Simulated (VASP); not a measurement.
# MgF2 (P4_2/mnm) in VASP: further runs

The runs below take MgF2 through single point, with LDA, PBE, PBEsol, r2SCAN.

Program: VASP 6.6.1. These are calculated values, not measurements. Logs are shortened: lines on timing, memory, paths and dates and some standing lists are left out, and cuts for length are marked.

## Step 1: The cell of the first run

The structure is tetragonal, space group P4_2/mnm (No. 136). Conventional cell: a = 4.556 Å, b = 4.556 Å, c = 3.012 Å, α = 90.00°, β = 90.00°, γ = 90.00°. Mg (site symmetry mmm) has 6 F at 1.95 to 1.97 Å within 2.6 Å. F (site symmetry m2m) has 3 Mg at 1.95 to 1.97 Å and 1 F at 2.54 Å within 2.6 Å.

## Step 2: Single point, LDA

Contents of INCAR:

```
SYSTEM = MgF2
PREC = Accurate
ENCUT = 600
EDIFF = 1E-6
ISMEAR = -1
SIGMA = 0.02
LREAL = .False.
LASPH = .True.
NELM = 120
ALGO = Normal
ISIF = 2
LWAVE = .False.
LCHARG = .False.
NBANDS = 25
GGA_COMPAT = .False.
```

Contents of KPOINTS:

```
Automatic mesh
0
Gamma
  6 6 8
  0 0 0
```

Contents of POSCAR:

```
MgF2
1.0
    4.5560405117      0.0000000000      0.0000000000
    0.0000000000      4.5560405117      0.0000000000
    0.0000000000      0.0000000000      3.0121193795
Mg F
2 4
Direct
    0.0000000000      0.0000000000      0.0000000000
    0.5000000000      0.5000000000      0.5000000000
    0.3029736546      0.3029736546      0.0000000000
    0.1970263454      0.8029736546      0.5000000000
    0.6970263454      0.6970263454      0.0000000000
    0.8029736546      0.1970263454      0.5000000000
```

Potentials or basis: VASP PAW LDA potentials, release 64 (Mg, F).

Started as:

```
$ cat potpaw_LDA.64/Mg/POTCAR potpaw_LDA.64/F/POTCAR > POTCAR
$ mpirun -np 1 vasp_std > vasp.out
```

OUTCAR:

```text
SYSTEM = MgF2
   PREC = Accurate
   ENCUT = 600
   EDIFF = 1E-6
   ISMEAR = -1
   LREAL = .False.
   LASPH = .True.
   NELM = 120
   ISIF = 2

 ion  position               nearest neighbor table
   1  0.000  0.000  0.000-   3 1.95   5 1.95   4 1.97   6 1.97   4 1.97   6 1.97   2 3.56   2 3.56
                             2 3.56   2 3.56   2 3.56   2 3.56   2 3.56   2 3.56
   2  0.500  0.500  0.500-   4 1.95   6 1.95   5 1.97   3 1.97   3 1.97   5 1.97   1 3.56   1 3.56
                             1 3.56   1 3.56   1 3.56   1 3.56   1 3.56   1 3.56
   3  0.303  0.303  0.000-   1 1.95   2 1.97   2 1.97
   4  0.197  0.803  0.500-   2 1.95   1 1.97   1 1.97
   5  0.697  0.697  0.000-   1 1.95   2 1.97   2 1.97
   6  0.803  0.197  0.500-   2 1.95   1 1.97   1 1.97

  LATTYP: Found a simple tetragonal cell.
 ALAT       =     4.5560405117
 C/A-ratio  =     0.6611265575

  Lattice vectors:

 A1 = (   4.5560405117,   0.0000000000,   0.0000000000)
 A2 = (   0.0000000000,   4.5560405117,   0.0000000000)
 A3 = (   0.0000000000,   0.0000000000,   3.0121193795)

Analysis of symmetry for initial positions (statically):
=====================================================================
 Subroutine PRICEL returns:
 Original cell was already a primitive cell.

 Routine SETGRP: Setting up the symmetry group for a
 simple tetragonal supercell.

 Subroutine GETGRP returns: Found 16 space group operations
 (whereof  8 operations were pure point group operations)
 out of a pool of 16 trial point group operations.

The static configuration has the point symmetry D_2h.
 The point group associated with its full space group is D_4h.

Analysis of symmetry for dynamics (positions and initial velocities):
=====================================================================
 Subroutine PRICEL returns:
 Original cell was already a primitive cell.

 Routine SETGRP: Setting up the symmetry group for a
 simple tetragonal supercell.

 Subroutine GETGRP returns: Found 16 space group operations
 (whereof  8 operations were pure point group operations)
 out of a pool of 16 trial point group operations.

The dynamic configuration has the point symmetry D_2h.
 The point group associated with its full space group is D_4h.

 Subroutine INISYM returns: Found 16 space group operations
 (whereof  8 operations are pure point group operations),
 and found     1 'primitive' translations

[... 101 lines left out ...]
   NELM   =    120;   NELMIN=  2; NELMDL= -5     # of ELM steps
   EDIFF  = 0.1E-05   stopping-criterion for ELM
   LREAL  =      F    real-space projection
   EDIFFG = 0.1E-04   stopping-criterion for IOM
   NSW    =      0    number of steps for IOM
   IBRION =     -1    ionic relax: 0-MD 1-quasi-New 2-CG
   NFREE  =      0    steps in history (QN), initial steepest desc. (CG)
   ISIF   =      2    stress and relaxation
   ISYM   =      2    0-nonsym 1-usesym 2-fastsym
   POTIM  = 0.5000    time-step for ionic-motion
   TEBEG  =    0.0;   TEEND  =   0.0 temperature during run
   PSTRESS=    0.0 pullay stress
   NELECT =      32.0000    total number of electrons
   NUPDOWN=      -1.0000    fix difference up-down
   EMIN   =  10.00;   EMAX   =-10.00  energy-range for DOS
   EFERMI =   0.00;   METHOD = LEGACY
   ISMEAR =    -1;   SIGMA  =   0.02  broadening in eV -4-tet -1-fermi 0-gaus
   EFERMI_NEDOS =   21; number of points for ismear=-14 and -15
   IALGO  =     38    algorithm
   IMIX   =      4    mixing-type and parameters
     AMIX     =   0.40;   BMIX     =  1.00
     AMIX_MAG =   1.60;   BMIX_MAG =  1.00
  volume/ion in A,a.u.               =      10.42        70.32
  Fermi-wavevector in a.u.,A,eV,Ry     =   1.309511  2.474616 23.331518  1.714818
  Thomas-Fermi vector in A             =   2.440104
   LORBIT       =      0    0 simple, 1 ext, 2 COOP (PROOUT), +10 PAW based schemes
   GGA     = CA    functional components
   LHFCALC =     F    Hartree Fock is set to
   AEXX    =    0.0000 exact exchange contribution
   IVDW    =     0    specifies the selected vdW correction
   LEPSILON=     F    determine dielectric tensor
   LRPA    =     F    only Hartree local field effects (RPA)
 non-spin polarized calculation
  energy-cutoff  :      600.00
  volume of cell :       62.52
 maximum number of plane-waves:      2116
   NGX = 19   NGY = 19   NGZ = 13

 number of electron      32.0000028 magnetization

 Free energy of the ion-electron system (eV)
  ---------------------------------------------------
  ext. energy  EPLUGINS =         0.00000000
  ---------------------------------------------------
  free energy    TOTEN  =       -35.09078358 eV

  energy without entropy =      -35.09078358  energy(sigma->0) =      -35.09078358

 E-fermi :  -0.8289     XC(G=0): -10.6824

 val. band max:       -1.3187890555   @ k =   0.0000   0.0000   0.0000
 cond. band min:       5.7390782819   @ k =   0.0000   0.0000   0.0000
 fundamental gap:      7.0578673375
 Fermi energy:        -0.8289157166

 k-point     1 :       0.0000    0.0000    0.0000
  band No.  band energies     occupation
      1     -21.8729      2.00000
      2     -20.9242      2.00000
      3     -20.9242      2.00000
      4     -20.8174      2.00000
      5      -5.6713      2.00000
      6      -4.0925      2.00000
[... 661 lines left out ...]
     24      14.8846      0.00000
     25      16.3135      0.00000

 [... further k-points ...]

------------------------ aborting loop because EDIFF is reached ----------------------------------------

  FORCE on cell =-STRESS in cart. coord.  units (eV):
  Direction    XX          YY          ZZ          XY          YZ          ZX
  --------------------------------------------------------------------------------------
  -------------------------------------------------------------------------------------
  Total       -0.8344545     -0.8344545     -0.7225038     -0.0000000      0.0000000      0.0000000
  in kB      -21.3828654    -21.3828654    -18.5141324     -0.0000000      0.0000000      0.0000000
  external PRESSURE =     -20.4266211 kB  Pullay stress =       0.0000000 kB

 VOLUME and BASIS-vectors are now :
 -----------------------------------------------------------------------------
  energy-cutoff  :      600.00
  volume of cell :       62.52
      direct lattice vectors                 reciprocal lattice vectors
     4.556040512  0.000000000  0.000000000     0.219488830  0.000000000  0.000000000
     0.000000000  4.556040512  0.000000000     0.000000000  0.219488830  0.000000000
     0.000000000  0.000000000  3.012119380     0.000000000  0.000000000  0.331992154

 POSITION                                       TOTAL-FORCE (eV/Angst)
 -----------------------------------------------------------------------------------
      0.00000      0.00000      0.00000        -0.000000      0.000000      0.000000
      2.27802      2.27802      1.50606        -0.000000      0.000000      0.000000
      1.38036      1.38036      0.00000        -0.009252     -0.009252     -0.000000
      0.89766      3.65838      1.50606         0.009252     -0.009252     -0.000000
      3.17568      3.17568      0.00000         0.009252      0.009252      0.000000
      3.65838      0.89766      1.50606        -0.009252      0.009252      0.000000
 -----------------------------------------------------------------------------------
    total drift:                                0.000000      0.000000      0.000000

  FREE ENERGIE OF THE ION-ELECTRON SYSTEM (eV)
  ---------------------------------------------------
  free  energy   TOTEN  =       -35.0907835766 eV

  energy  without entropy=      -35.0907835766  energy(sigma->0) =      -35.09078358
```

Run time: 62 s. Hardware: 1 thread of Intel Xeon 8259CL, shared host; peak memory 0.2 GiB.

Results:

| Item | Value |
| --- | --- |
| Free energy | -35.0908 eV |
| Pressure | -2.0 GPa |
| Largest force | 0.013 eV/Å |
| Band gap on the k mesh | 7.06 eV |

Forces on the atoms (eV/Å):
```
Mg   0.000  0.000  0.000
Mg   0.000  0.000  0.000
F   -0.009 -0.009  0.000
F    0.009 -0.009  0.000
F    0.009  0.009  0.000
F   -0.009  0.009  0.000
```

Stress tensor (GPa, compression positive):
```
-2.14  0.00  0.00
 0.00 -2.14  0.00
 0.00  0.00 -1.85
```

A k mesh can miss the band edges. As with any semilocal functional, this LDA gap is likely too small.

## Step 3: Single point, PBE

This run uses another cell than the first one, of 10.85 Å³/atom.

Contents of INCAR:

```
SYSTEM = MgF2
PREC = Accurate
ENCUT = 600
EDIFF = 1E-6
ISMEAR = -1
SIGMA = 0.02
LREAL = .FALSE.
LASPH = .TRUE.
NELM = 120
ALGO = Normal
ISIF = 2
LWAVE = .FALSE.
LCHARG = .FALSE.
GGA = PE
NBANDS = 25
GGA_COMPAT = .FALSE.
```

Contents of KPOINTS:

```
regular mesh
0
G
  6 6 8
  0 0 0
```

Contents of POSCAR:

```
MgF2
1.0
    4.6220165262      0.0000000000      0.0000000000
    0.0000000000      4.6220165262      0.0000000000
    0.0000000000      0.0000000000      3.0461144335
Mg F
2 4
Direct
    0.0000000000      0.0000000000      0.0000000000
    0.5000000000      0.5000000000      0.5000000000
    0.3029508178      0.3029508178      0.0000000000
    0.1970491822      0.8029508178      0.5000000000
    0.6970491822      0.6970491822      0.0000000000
    0.8029508178      0.1970491822      0.5000000000
```

Potentials or basis: VASP PAW PBE potentials, release 64 (Mg, F).

Started as:

```
$ cat potpaw_PBE.64/Mg/POTCAR potpaw_PBE.64/F/POTCAR > POTCAR
$ mpirun -np 1 vasp_std > vasp.out
```

Wall time 96 s (1 thread of Intel Xeon 8259CL, shared host); peak memory 0.23 GiB.

The run converged. Its results:

- Free energy: -31.5156 eV
- Pressure: 3.9 GPa
- Largest force: 0.026 eV/Å
- Band gap on the k mesh: 7.12 eV

Forces on the atoms (eV/Å):
```
Mg   0.000  0.000  0.000
Mg   0.000  0.000  0.000
F   -0.018 -0.018  0.000
F    0.018 -0.018  0.000
F    0.018  0.018  0.000
F   -0.018  0.018  0.000
```

Stress tensor (GPa, compression positive):
```
3.71 0.00 0.00
0.00 3.71 0.00
0.00 0.00 4.14
```

Levels at points of the mesh, in eV from the valence-band top:
| k point | band 12 | band 13 | band 14 | band 15 | band 16 | band 17 | band 18 | band 19 | band 20 | band 21 |
| --- | --- | --- | --- | --- | --- | --- | --- | --- | --- | --- |
| (0.00, 0.00, 0.00) | -1.23 | -0.73 | -0.32 | -0.32 | 0.00 | 7.12 | 12.28 | 12.28 | 13.76 | 14.48 |
| (0.50, 0.00, 0.00) | -1.38 | -0.98 | -0.98 | -0.38 | -0.38 | 9.53 | 9.53 | 13.53 | 13.53 | 15.57 |
| (0.50, 0.50, 0.00) | -1.28 | -0.95 | -0.95 | -0.78 | -0.78 | 11.24 | 11.24 | 11.32 | 11.32 | 17.46 |
| (0.00, 0.00, 0.50) | -1.44 | -1.15 | -1.15 | -0.86 | -0.86 | 11.88 | 11.88 | 14.99 | 14.99 | 15.47 |
| (0.50, 0.00, 0.50) | -1.37 | -0.74 | -0.74 | -0.67 | -0.67 | 12.78 | 12.78 | 13.50 | 13.50 | 15.84 |
| (0.50, 0.50, 0.50) | -1.41 | -0.61 | -0.61 | -0.48 | -0.48 | 13.33 | 13.33 | 13.35 | 13.35 | 14.66 |

Caveat: the cell stands under pressure.

## Step 4: Single point, PBEsol

This run uses another cell than the first one, of 10.99 Å³/atom.

Contents of INCAR:

```
SYSTEM = MgF2
PREC     = Accurate       ! precision mode
ENCUT    = 600            ! plane-wave cutoff, eV
EDIFF    = 1E-6           ! SCF threshold, eV
ISMEAR   = -1             ! smearing method
SIGMA    = 0.02           ! smearing width, eV
LREAL    = .FALSE.        ! projectors in reciprocal space
LASPH    = .TRUE.         ! aspherical terms in the spheres
NELM     = 120            ! most SCF steps
ALGO     = Normal         ! electronic algorithm
ISIF     = 2              ! what is computed and relaxed
LWAVE    = .FALSE.        ! write WAVECAR
LCHARG   = .TRUE.         ! write CHGCAR
GGA      = PS             ! functional
LELF     = .TRUE.         ! ELF
LVHAR    = .TRUE.       
NBANDS   = 25             ! bands
GGA_COMPAT= .FALSE.
```

Contents of KPOINTS:

```
Automatic mesh
0
G
  6 6 8
  0 0 0
```

Contents of POSCAR:

```
MgF2
1.0
    4.6391570690      0.0000000000      0.0000000000
    0.0000000000      4.6391570690      0.0000000000
    0.0000000000      0.0000000000      3.0625195788
Mg F
2 4
Direct
    0.0000000000      0.0000000000      0.0000000000
    0.5000000000      0.5000000000      0.5000000000
    0.3033964867      0.3033964867      0.0000000000
    0.1966035133      0.8033964867      0.5000000000
    0.6966035133      0.6966035133      0.0000000000
    0.8033964867      0.1966035133      0.5000000000
```

Started as:

```
$ cat potpaw_PBE.64/Mg/POTCAR potpaw_PBE.64/F/POTCAR > POTCAR
$ mpirun -np 1 vasp_std > vasp.out
```

Wall time 1.8 min (1 thread of Intel Xeon 8259CL, shared host); peak memory 0.23 GiB.

The run converged. Its results:

| Quantity | Value |
| --- | --- |
| Free energy | -32.6100 eV |
| Pressure | -1.0 GPa |
| Band gap on the k mesh | 6.86 eV |

Levels at points of the mesh, in eV from the valence-band top:
| k point | band 14 | band 15 | band 16 | band 17 | band 18 | band 19 |
| --- | --- | --- | --- | --- | --- | --- |
| (0.00, 0.00, 0.00) | -0.32 | -0.32 | 0.00 | 6.86 | 11.98 | 11.98 |
| (0.50, 0.00, 0.00) | -0.98 | -0.38 | -0.38 | 9.27 | 9.27 | 13.23 |
| (0.50, 0.50, 0.00) | -0.95 | -0.77 | -0.77 | 10.97 | 10.97 | 11.05 |
| (0.00, 0.00, 0.50) | -1.15 | -0.85 | -0.85 | 11.59 | 11.59 | 14.67 |
| (0.50, 0.00, 0.50) | -0.73 | -0.66 | -0.66 | 12.48 | 12.48 | 13.21 |
| (0.50, 0.50, 0.50) | -0.60 | -0.48 | -0.48 | 13.05 | 13.05 | 13.07 |

Caveat: the PAW data sets were made with another functional, which shifts forces and pressure a little.

## Step 5: Single point, PBE

This run uses another cell than the first one, of 11.38 Å³/atom.

Contents of INCAR:

```
PREC = Accurate ; ENCUT = 600
EDIFF = 1E-6 ; ISMEAR = -1
SIGMA = 0.02 ; LREAL = F
LASPH = T ; NELM = 120
ALGO = Normal ; ISIF = 2
LWAVE = F ; LCHARG = F
GGA = PE ; NBANDS = 25
GGA_COMPAT = F
```

Contents of KPOINTS:

```
regular mesh
0
Gamma
  6 6 8
```

Contents of POSCAR:

```
MgF2
1.0
    4.6975999621      0.0000000000      0.0000000000
    0.0000000000      4.6975999621      0.0000000000
    0.0000000000      0.0000000000      3.0930660725
Mg F
2 4
Direct
    0.0000000000      0.0000000000      0.0000000000
    0.5000000000      0.5000000000      0.5000000000
    0.3035644555      0.3035644555      0.0000000000
    0.1964355445      0.8035644555      0.5000000000
    0.6964355445      0.6964355445      0.0000000000
    0.8035644555      0.1964355445      0.5000000000
```

Started as:

```
$ cat potpaw_PBE.64/Mg/POTCAR potpaw_PBE.64/F/POTCAR > POTCAR
$ mpirun -np 1 vasp_std > vasp.out
```

Wall time 2.2 min (1 thread of Intel Xeon 8259CL, shared host); peak memory 0.25 GiB.

The run converged. Its results:

| Quantity | Value |
| --- | --- |
| Free energy | -31.5529 eV |
| Pressure | -1.0 GPa |
| Band gap on the k mesh | 6.80 eV |

Forces on the atoms (eV/Å):
```
Mg   0.000  0.000  0.000
Mg   0.000  0.000  0.000
F    0.002  0.002  0.000
F   -0.002  0.002  0.000
F   -0.002 -0.002  0.000
F    0.002 -0.002  0.000
```

Stress tensor (GPa, compression positive):
```
-0.95  0.00  0.00
 0.00 -0.95  0.00
 0.00  0.00 -1.07
```

Levels at points of the mesh, in eV from the valence-band top:
```csv
k point,band 14,band 15,band 16,band 17,band 18,band 19
"(0.00, 0.00, 0.00)",-0.31,-0.31,0.00,6.80,11.96,11.96
"(0.50, 0.00, 0.00)",-0.95,-0.36,-0.36,9.15,9.15,13.18
"(0.50, 0.50, 0.00)",-0.91,-0.72,-0.72,10.74,10.74,10.99
"(0.00, 0.00, 0.50)",-1.06,-0.80,-0.80,11.47,11.47,14.66
"(0.50, 0.00, 0.50)",-0.70,-0.62,-0.62,12.41,12.41,13.01
"(0.50, 0.50, 0.50)",-0.57,-0.47,-0.47,12.81,12.81,13.08
```

A k mesh can miss the band edges.

## Step 6: Single point, r2SCAN

This run uses another cell than the first one, of 10.85 Å³/atom.

Contents of POSCAR:

```
MgF2
1.0
    4.6220165262      0.0000000000      0.0000000000
    0.0000000000      4.6220165262      0.0000000000
    0.0000000000      0.0000000000      3.0461144335
Mg F
2 4
Direct
    0.0000000000      0.0000000000      0.0000000000
    0.5000000000      0.5000000000      0.5000000000
    0.3029508178      0.3029508178      0.0000000000
    0.1970491822      0.8029508178      0.5000000000
    0.6970491822      0.6970491822      0.0000000000
    0.8029508178      0.1970491822      0.5000000000
```

Contents of INCAR.step1:

```
  PREC = Accurate
  ENCUT = 660
  ISMEAR = -1
  SIGMA = 0.02
  LREAL = F
  LASPH = T
  NELM = 120
  NBANDS = 25
  GGA = PE
  ALGO = Normal
  EDIFF = 1E-5
  LWAVE = T
  LCHARG = F
  GGA_COMPAT = F
```

Contents of INCAR.step2:

```
  PREC = Accurate
  ENCUT = 660
  EDIFF = 1E-6
  ISMEAR = -1
  SIGMA = 0.02
  LREAL = F
  LASPH = T
  NELM = 120
  ALGO = Normal
  ISIF = 2
  LWAVE = F
  LCHARG = T
  METAGGA = R2SCAN
  LMIXTAU = T
  LELF = T
  LVHAR = T
  NBANDS = 25
  ISTART = 1
  GGA_COMPAT = F
```

KPOINTS is that of step 5.

Potentials or basis: VASP PAW PBE potentials, release 64 (Mg, F).

Started as:

```
$ cat potpaw_PBE.64/Mg/POTCAR potpaw_PBE.64/F/POTCAR > POTCAR
$ cp INCAR.step1 INCAR
$ mpirun -np 1 vasp_std > vasp.out
$ cp INCAR.step2 INCAR
$ mpirun -np 1 vasp_std > vasp.out
```

Run time: 7.6 min. Hardware: 1 thread of Intel Xeon 8259CL, shared host; peak memory 0.27 GiB.

It converged, with:

```yaml
Free_energy: -43.8586 eV
Pressure: -1.5 GPa
Largest_force: 0.007 eV/Å
Band_gap_on_the_k_mesh: 8.03 eV
```

Forces in eV/Å, atoms in the order of the input:
```
Mg   0.000  0.000  0.000
Mg   0.000  0.000  0.000
F    0.005  0.005  0.000
F   -0.005  0.005  0.000
F   -0.005 -0.005  0.000
F    0.005 -0.005  0.000
```

Stress tensor (GPa, compression positive):
```
-1.41  0.00  0.00
 0.00 -1.41  0.00
 0.00  0.00 -1.55
```

Levels at points of the mesh, in eV from the valence-band top:
| k point | band 13 | band 14 | band 15 | band 16 | band 17 | band 18 | band 19 | band 20 |
| --- | --- | --- | --- | --- | --- | --- | --- | --- |
| (0.00, 0.00, 0.00) | -0.72 | -0.32 | -0.32 | 0.00 | 8.03 | 13.27 | 13.27 | 14.81 |
| (0.50, 0.00, 0.00) | -0.98 | -0.98 | -0.38 | -0.38 | 10.47 | 10.47 | 14.56 | 14.56 |
| (0.50, 0.50, 0.00) | -0.95 | -0.95 | -0.79 | -0.79 | 12.23 | 12.23 | 12.33 | 12.33 |
| (0.00, 0.00, 0.50) | -1.16 | -1.16 | -0.86 | -0.86 | 12.88 | 12.88 | 16.07 | 16.07 |
| (0.50, 0.00, 0.50) | -0.74 | -0.74 | -0.68 | -0.68 | 13.79 | 13.79 | 14.59 | 14.59 |
| (0.50, 0.50, 0.50) | -0.62 | -0.62 | -0.48 | -0.48 | 14.28 | 14.28 | 14.55 | 14.55 |

Caveat: the PAW data sets were made with another functional, which shifts forces and pressure a little. A k mesh can miss the band edges.

## Step 7: Overview

```tsv
level	potentials or basis	cell	cutoff (eV)	gap on the mesh (eV)	pressure (GPa)	largest force (eV/Å)
LDA	VASP PAW LDA potentials, release 64 (Mg, F)	a = 4.556, b = 4.556, c = 3.012 Å, 6 atoms	600	7.06	-2.0	0.01
PBE	VASP PAW PBE potentials, release 64 (Mg, F)	a = 4.622, b = 4.622, c = 3.046 Å, 6 atoms	600	7.12	3.9	0.03
PBEsol	VASP PAW PBE potentials, release 64 (Mg, F)	a = 4.639, b = 4.639, c = 3.063 Å, 6 atoms	600	6.86	-1.0	-
PBE	VASP PAW PBE potentials, release 64 (Mg, F)	a = 4.698, b = 4.698, c = 3.093 Å, 6 atoms	600	6.80	-1.0	-
r2SCAN	VASP PAW PBE potentials, release 64 (Mg, F)	a = 4.622, b = 4.622, c = 3.046 Å, 6 atoms	660	8.03	-1.5	0.01
```

Alike in all rows: task single point; no spin polarisation; k mesh 6 × 6 × 8; smearing fermi-dirac 0.02 eV.

Caveats: the PAW data sets were made with another functional, which shifts forces and pressure a little (at least some runs); the cell stands under pressure (at least some runs).

Absolute energies hang on the potentials; compare differences alone.
